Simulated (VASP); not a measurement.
Set up this calculation in VASP 6.6.1, as the native input.

- Task: relaxation of cell and atoms
- Functional: PBE
- Potentials or basis: VASP PAW PBE potentials, release 64 (Cd, Pt, C, N)
- Cutoff: 600 eV
- k mesh: 4 × 4 × 4
- Occupations: gaussian, width 0.02 eV
- Spin: no spin polarisation
- Dipole correction: no
- Further INCAR settings: ALGO = Normal; EDIFF = 1e-06; IBRION = 2; EDIFFG = -0.02; NSW = 70; ISIF = 3

The structure of CdPtC6N6 lies in POSCAR:

```
CdPtC6N6
1.0
    0.0000000000      5.5244001376      5.5244001376
    5.5244001376      0.0000000000      5.5244001376
    5.5244001376      5.5244001376      0.0000000000
Cd Pt C N
1 1 6 6
Direct
    0.5000000000      0.5000000000      0.5000000000
    0.0000000000      0.0000000000      0.0000000000
    0.8173504342      0.1826495658      0.1826495658
    0.1826495658      0.8173504342      0.1826495658
    0.1826495658      0.8173504342      0.8173504342
    0.8173504342      0.1826495658      0.8173504342
    0.1826495658      0.1826495658      0.8173504342
    0.8173504342      0.8173504342      0.1826495658
    0.7124156328      0.2875843672      0.2875843672
    0.2875843672      0.7124156328      0.2875843672
    0.2875843672      0.7124156328      0.7124156328
    0.7124156328      0.2875843672      0.7124156328
    0.2875843672      0.2875843672      0.7124156328
    0.7124156328      0.7124156328      0.2875843672
```

The input as run:

INCAR

```
SYSTEM = CdPtC6N6
PREC     = Accurate       ! precision mode
ENCUT    = 600            ! plane-wave cutoff, eV
EDIFF    = 1E-6           ! SCF threshold, eV
ISMEAR   = 0              ! smearing method
SIGMA    = 0.02           ! smearing width, eV
LREAL    = .FALSE.        ! projectors in reciprocal space
LASPH    = .TRUE.         ! aspherical terms in the spheres
NELM     = 100            ! most SCF steps
ALGO     = Normal         ! electronic algorithm
ISIF     = 3              ! what is computed and relaxed
LWAVE    = .FALSE.        ! write WAVECAR
LCHARG   = .FALSE.        ! write CHGCAR
GGA      = PE             ! functional
IBRION   = 2              ! ionic algorithm
NSW      = 70             ! ionic steps
EDIFFG   = -0.02          ! ionic threshold
```

KPOINTS

```
regular mesh
0
G
  4 4 4
  0 0 0
```

Potentials or basis: VASP PAW PBE potentials, release 64 (Cd, Pt, C, N).

Run with:

```sh
$ cat potpaw_PBE.64/Cd/POTCAR potpaw_PBE.64/Pt/POTCAR potpaw_PBE.64/C/POTCAR potpaw_PBE.64/N/POTCAR > POTCAR
$ mpirun -np 1 vasp_std > vasp.out
```

It gave:

- Relaxed volume: 24.11 Å³/atom
- Relaxed cell: a = 7.815 Å, b = 7.815 Å, c = 7.815 Å, α = 60.00°, β = 60.00°, γ = 60.00°
- Space group after relaxing (to 0.1 Å): Fm-3m (No. 225)
- Energy gained by relaxing: 0.3 meV/atom
- Ionic steps: 6
- Pressure after relaxing: 0.0 GPa
- Largest force after relaxing: 0.017 eV/Å
- Band gap on the k mesh: 5.25 eV (least direct gap 5.40 eV)

Caveat: spin-orbit coupling is left out, which moves the levels of the heavy elements.

It took 11 min on 1 thread of Intel(R) Xeon(R) Platinum 8488C (Sapphire Rapids), with other jobs on the host, peak memory 0.73 GiB.
